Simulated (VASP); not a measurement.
Set up this calculation in VASP 6.6.1, as the native input.

```yaml
Task: density of states
Functional: LDA
Potentials_or_basis: VASP PAW LDA potentials, release 64 (Ti_sv, B)
Cutoff: 520 eV
k_mesh: 6 × 6 × 5
Occupations: fermi-dirac, width 0.05 eV
Spin: no spin polarisation
Dipole_correction: no
k_mesh_for_the_DOS: 9 × 9 × 8
Occupations_for_the_DOS: tetrahedron
Further_INCAR_settings: ALGO = Normal; EDIFF = 1e-06; NBANDS = 16
```

TiB2:

```
Ti B
1.0
     3.02920    0.00000    0.00000
    -1.51460    2.62336    0.00000
     0.00000    0.00000    3.22840
Ti B
1 2
Cartesian
  0.0000 0.0000 0.0000
  1.5146 0.8745 1.6142
  0.0000 1.7489 1.6142
```

The input as run:

POSCAR

```
TiB2
1.0
    3.0292000000      0.0000000000      0.0000000000
   -1.5146000000      2.6233641531      0.0000000000
    0.0000000000      0.0000000000      3.2284000000
Ti B
1 2
Direct
    0.0000000000      0.0000000000      0.0000000000
    0.6666666667      0.3333333333      0.5000000000
    0.3333333333      0.6666666667      0.5000000000
```

INCAR.step1

```
ALGO = Normal
EDIFF = 1E-6
ENCUT = 520
ISIF = 2
ISMEAR = -1
LASPH = True
LCHARG = True
LMAXMIX = 4
LREAL = False
LWAVE = False
NBANDS = 16
NELM = 100
PREC = Accurate
SIGMA = 0.05
```

KPOINTS.step1

```
k-points
0
Gamma
  6 6 5
```

INCAR.step2

```
ALGO = Normal
EDIFF = 1E-6
ENCUT = 520
ICHARG = 11
ISIF = 2
ISMEAR = -5
LASPH = True
LCHARG = False
LMAXMIX = 4
LORBIT = 11
LREAL = False
LWAVE = False
NBANDS = 16
NEDOS = 2001
NELM = 100
PREC = Accurate
SIGMA = 0.05
```

KPOINTS.step2

```
k-points
0
Gamma
  9 9 8
```

Potentials or basis: VASP PAW LDA potentials, release 64 (Ti_sv, B).

Command:

```sh
$ cat potpaw_LDA.64/Ti_sv/POTCAR potpaw_LDA.64/B/POTCAR > POTCAR
$ cp INCAR.step1 INCAR
$ cp KPOINTS.step1 KPOINTS
$ mpirun -np 1 vasp_std > vasp.out
$ cp INCAR.step2 INCAR
$ cp KPOINTS.step2 KPOINTS
$ mpirun -np 1 vasp_std > vasp.out
```

It gave:

```yaml
Valence_electrons_inside_the_program's_atomic_spheres: Ti 10.45; B 2.01
```

Caveat: the k points lie up to 0.40 Å⁻¹ apart.

It took 38 s on 1 thread of AMD EPYC 7R13 (shared host), peak memory 0.11 GiB.
